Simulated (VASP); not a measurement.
## PbSe: electric field gradients with PBE

PbSe:

```
Pb Se
1.0
     0.00000    3.11236    3.11236
     3.11236    0.00000    3.11236
     3.11236    3.11236    0.00000
Pb Se
1 1
Direct
  0.00000 0.00000 0.00000
  0.50000 0.50000 0.50000
```

This cell differs from its parent crystal: volume scaled by 1.05.

| Quantity | Value |
| --- | --- |
| Program | VASP 6.6.1 |
| Task | electric field gradients |
| Functional | PBE |
| Potentials or basis | VASP PAW PBE potentials, release 64 (Pb_d, Se) |
| Cutoff | 520 eV |
| k mesh | 7 × 7 × 7 |
| Occupations | fermi-dirac, width 0.02 eV |
| Spin | no spin polarisation |
| Dipole correction | no |
| Further INCAR settings | ALGO = Normal; EDIFF = 1e-08; NBANDS = 17 |

| Property | Result |
| --- | --- |
| Pressure | -0.2 GPa |

Levels at points of the mesh, in eV from the Fermi level:
```tsv
k point	band 6	band 7	band 8	band 9	band 10	band 11	band 12	band 13	band 14	band 15
(0.00, 0.00, 0.00)	-13.45	-6.65	-1.92	-1.92	-1.92	4.33	4.33	4.33	6.36	6.36
```

Run time: 47 s on 1 thread of AMD EPYC 7R43 64-Core Processor (Zen 3), with other jobs on the host, peak memory 0.17 GiB.

Caveat: this odd mesh misses L, where the gap lies, so gap, dielectric constants and Born charges aren't listed; without QUAD_EFG the Cq values of the log hold for a quadrupole moment of 1 mb, not for the nuclei; spin-orbit coupling is left out, which moves the levels of the heavy elements.
